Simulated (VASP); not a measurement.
Wanted: the native input for a VASP 6.6.1 run.

```
Task                   : single point
Functional             : PBEsol
Potentials or basis    : VASP PAW PBE potentials, release 64 (Si, Ge_d)
Cutoff                 : 520 eV
k mesh                 : 1 × 1 × 5
Occupations            : gaussian, width 0.05 eV
Spin                   : collinear spin
Starting moments       : [0.3, 0.3, 0.3, 0.3, 0.3, 0.3, 0.3, 0.3, 0.3, 0.3, 0.3, 0.3] μB
Dipole correction      : no
Further INCAR settings : ALGO = Normal; EDIFF = 1e-06; NBANDS = 70
```

The structure of SiGe lies in POSCAR:

```
SiGe
1.0
   14.9000000000      0.0000000000      0.0000000000
    0.0000000000     13.8000000000      0.0000000000
    0.0000000000      0.0000000000      6.4433927736
Si Ge
6 6
Direct
    0.4345537433      0.3368108211      0.8745463424
    0.3036612300      0.5815945894      0.8745463424
    0.5654462567      0.5815945894      0.8745463424
    0.5654462567      0.4184054106      0.3745463424
    0.4345537433      0.6631891789      0.3745463424
    0.6963387700      0.6631891789      0.3745463424
    0.4345537433      0.3368108211      0.5004526576
    0.3036612300      0.5815945894      0.5004526576
    0.5654462567      0.5815945894      0.5004526576
    0.5654462567      0.4184054106      0.0004526576
    0.4345537433      0.6631891789      0.0004526576
    0.6963387700      0.6631891789      0.0004526576
```

These files were run (other wordings do the same):

INCAR

```
  PREC = Accurate
  ENCUT = 520
  EDIFF = 1E-6
  ISMEAR = 0
  SIGMA = 0.05
  LREAL = F
  LASPH = T
  NELM = 150
  ALGO = Normal
  ISIF = 2
  LWAVE = F
  LCHARG = F
  ISPIN = 2
  MAGMOM = 0.3 0.3 0.3 0.3 0.3 0.3 0.3 0.3 0.3 0.3 0.3 0.3
  LORBIT = 11
  GGA = PS
  NBANDS = 70
  NCORE = 4
```

KPOINTS

```
Automatic mesh
0
Gamma
  1 1 5
```

Potentials or basis: VASP PAW PBE potentials, release 64 (Si, Ge_d).

Run with:

```console
$ cat potpaw_PBE.64/Si/POTCAR potpaw_PBE.64/Ge_d/POTCAR > POTCAR
$ mpirun -np 4 vasp_std > vasp.out
```

Results of the run:

```yaml
Largest_force: 0.516 eV/Å
Net_moment: 2.59 μB per cell
Site_moments: Si +0.10, +0.04, +0.02, +0.20 (each value once); Ge +0.12, +0.04, +0.01, +0.22 (each value once) μB
Valence_electrons_inside_the_program's_atomic_spheres: Si 1.57, 1.65, 1.61, 1.58 (each value once); Ge 12.22, 12.46, 12.34, 12.24 (each value once)
```

Caveat: a moment this small can come from the mesh or the smearing; the PAW data sets were made with another functional, which shifts forces and pressure a little.

It took 11 min on 4 MPI ranks on Oxide Virtual Turin-like Processor, on a shared host, peak memory 0.55 GiB a rank.
